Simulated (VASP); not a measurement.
# Nb (Fmmm) in VASP: a series of runs, part 2 of 3

VASP 6.6.1. The steps go on from the part before.

### Step 3. Single point, PBEsol

This run uses another cell than the first one: it holds 4 atoms, not 2.

Contents of INCAR:

```
  PREC = Accurate
  ENCUT = 520
  EDIFF = 1E-6
  ISMEAR = 0
  SIGMA = 0.1
  LREAL = False
  LASPH = True
  NELM = 80
  ALGO = Fast
  ISIF = 2
  LWAVE = False
  LCHARG = False
  GGA = PS
  NBANDS = 34
```

Contents of KPOINTS:

```
regular mesh
0
Gamma
  4 4 4
```

Contents of POSCAR:

```
Nb
1.0
    2.2825093207     -4.9807939570      0.0000000000
    2.2825093207      4.9807939570      0.0000000000
    0.0000000000      0.0000000000      3.2017641693
Nb
4
Direct
    0.1354179040      0.8645820960      0.0000148153
    0.6354179040      0.3645820960      0.4999851847
    0.8645820960      0.1354179040      0.9999851847
    0.3645820960      0.6354179040      0.5000148153
```

Potentials or basis: VASP PAW PBE potentials, release 64 (Nb_sv).

The run is started by

```
$ cat potpaw_PBE.64/Nb_sv/POTCAR > POTCAR
$ mpirun -np 1 vasp_std > vasp.out
```

OUTCAR:

```text
PREC = Accurate
   ENCUT = 520
   EDIFF = 1E-6
   ISMEAR = 0
   LREAL = False
   LASPH = True
   NELM = 80
   ISIF = 2
   GGA = PS

 ion  position               nearest neighbor table
   1  0.135  0.865  0.000-   3 2.70   2 2.79   2 2.79   2 2.79   2 2.79   4 2.79   4 2.79
   2  0.635  0.365  0.500-   4 2.70   1 2.79   1 2.79   1 2.79   1 2.79   3 2.79   3 2.79
   3  0.865  0.135  1.000-   1 2.70   4 2.79   4 2.79   4 2.79   4 2.79   2 2.79   2 2.79
   4  0.365  0.635  0.500-   2 2.70   3 2.79   3 2.79   3 2.79   3 2.79   1 2.79   1 2.79

[... 977 lines left out ...]
  --------------------------------------------------------------------------------------
  -------------------------------------------------------------------------------------
  Total       -0.2514912     -0.2188215     -0.2791735      0.0000000      0.0000000      0.0000000
  in kB       -5.5348131     -4.8158173     -6.1440442      0.0000000      0.0000000      0.0000000
  external PRESSURE =      -5.4982249 kB  Pullay stress =       0.0000000 kB

 VOLUME and BASIS-vectors are now :
 -----------------------------------------------------------------------------
  energy-cutoff  :      520.00
  volume of cell :       72.80
      direct lattice vectors                 reciprocal lattice vectors
     2.282509321 -4.980793957  0.000000000     0.219057156 -0.100385602  0.000000000
     2.282509321  4.980793957  0.000000000     0.219057156  0.100385602  0.000000000
     0.000000000  0.000000000  3.201764169     0.000000000  0.000000000  0.312327813

 POSITION                                       TOTAL-FORCE (eV/Angst)
 -----------------------------------------------------------------------------------
      2.28251      3.63182      0.00005         0.000000     -0.029911     -0.000671
      2.28251     -1.34898      1.60083         0.000000     -0.029911      0.000671
      2.28251     -3.63182      3.20172         0.000000      0.029911      0.000671
      2.28251      1.34898      1.60093         0.000000      0.029911     -0.000671
 -----------------------------------------------------------------------------------
    total drift:                               -0.000000      0.000000      0.000000

  FREE ENERGIE OF THE ION-ELECTRON SYSTEM (eV)
  ---------------------------------------------------
  free  energy   TOTEN  =       -42.5191199742 eV

  energy  without entropy=      -42.5145393734  energy(sigma->0) =      -42.51682967
```

OSZICAR:

```text
N       E                     dE             d eps       ncg     rms          rms(c)
DAV:   1     0.684555591570E+03    0.68456E+03   -0.28888E+04  1428   0.161E+03
DAV:   2     0.161466007298E+02   -0.66841E+03   -0.65224E+03  1612   0.673E+02
DAV:   3    -0.406324473286E+02   -0.56779E+02   -0.54687E+02  2518   0.136E+02
[... 32 lines left out ...]
RMM:  36    -0.425191149699E+02    0.15935E-05   -0.34861E-05  2171   0.561E-02    0.613E-02
RMM:  37    -0.425191159172E+02   -0.94730E-06   -0.13398E-05  1898   0.333E-02    0.440E-02
RMM:  38    -0.425191156285E+02    0.28868E-06   -0.11852E-05  1950   0.318E-02    0.228E-02
RMM:  39    -0.425191179345E+02   -0.23060E-05   -0.68913E-06  1512   0.256E-02    0.116E-02
RMM:  40    -0.425191193694E+02   -0.14349E-05   -0.50077E-06  1456   0.192E-02    0.360E-03
RMM:  41    -0.425191199742E+02   -0.60478E-06   -0.28434E-06  1281   0.146E-02
   1 F= -.42519120E+02 E0= -.42516830E+02  d E =-.458060E-02
```

stdout:

```text
POSCAR found type information on POSCAR Nb
 POSCAR found :  1 types and       4 ions
 scaLAPACK will be used
 -----------------------------------------------------------------------------
|                                                                             |
|                                                                             |
|     You enforced a specific xc type in the INCAR file but a different       |
|     I HOPE YOU KNOW WHAT YOU ARE DOING!                                     |
|                                                                             |
 -----------------------------------------------------------------------------

 LDA part: xc-table for (Slater+PW92), standard interpolation
 POSCAR, INCAR and KPOINTS ok, starting setup
 FFT: planning ... GRIDC
 FFT: planning ... GRID_SOFT
 FFT: planning ... GRID
 WAVECAR not read
 entering main loop
WARNING in EDDRMM: call to ZHEGV failed, returncode =   6  3     23
WARNING in EDDRMM: call to ZHEGV failed, returncode =   8  4     28
WARNING in EDDRMM: call to ZHEGV failed, returncode =   6  3     25
WARNING in EDDRMM: call to ZHEGV failed, returncode =   6  3     27
```

Wall time 88 s (1 thread of Intel Xeon 6975P-C (Granite Rapids), shared host); peak memory 0.2 GiB.

What came out:

| Quantity | Value |
| --- | --- |
| Free energy | -42.5191 eV |
| Pressure | -0.5 GPa |
| Largest force | 0.030 eV/Å |
| Band gap on the k mesh | zero (band 26 reaches 11.93 eV, above the bottom of band 27 at 10.62 eV) |

Forces in eV/Å, atoms in the order of the input:
```
Nb   0.000 -0.030 -0.001
Nb   0.000 -0.030  0.001
Nb   0.000  0.030  0.001
Nb   0.000  0.030 -0.001
```

Levels at points of the mesh, in eV from the Fermi level:
| k point | band 22 | band 23 | band 24 | band 25 | band 26 | band 27 | band 28 | band 29 | band 30 | band 31 |
| --- | --- | --- | --- | --- | --- | --- | --- | --- | --- | --- |
| (0.00, 0.00, 0.00) | -1.92 | -1.59 | -1.53 | -1.50 | -0.87 | 0.60 | 1.20 | 1.96 | 2.33 | 2.83 |
| (0.50, 0.00, 0.00) | -2.27 | -0.47 | -0.47 | -0.16 | -0.16 | 0.22 | 0.22 | 0.95 | 0.95 | 1.28 |
| (0.50, 0.50, 0.00) | -2.22 | -1.89 | -0.35 | -0.02 | 0.05 | 0.66 | 0.78 | 1.39 | 2.36 | 2.56 |
| (0.00, 0.00, 0.50) | -1.61 | -1.28 | -1.28 | -0.70 | -0.70 | 0.52 | 0.52 | 1.78 | 1.78 | 1.81 |
| (0.50, 0.00, 0.50) | -2.30 | -2.04 | -2.04 | 0.68 | 0.68 | 1.16 | 1.16 | 2.15 | 2.15 | 3.61 |
| (0.50, 0.50, 0.50) | -1.88 | -1.44 | -1.44 | -0.93 | -0.93 | 0.37 | 0.37 | 0.73 | 0.73 | 2.26 |

Caveat: the k points lie up to 0.49 Å⁻¹ apart; the PAW data sets were made with another functional, which shifts forces and pressure a little.

(Continued in part 3 of 3.)
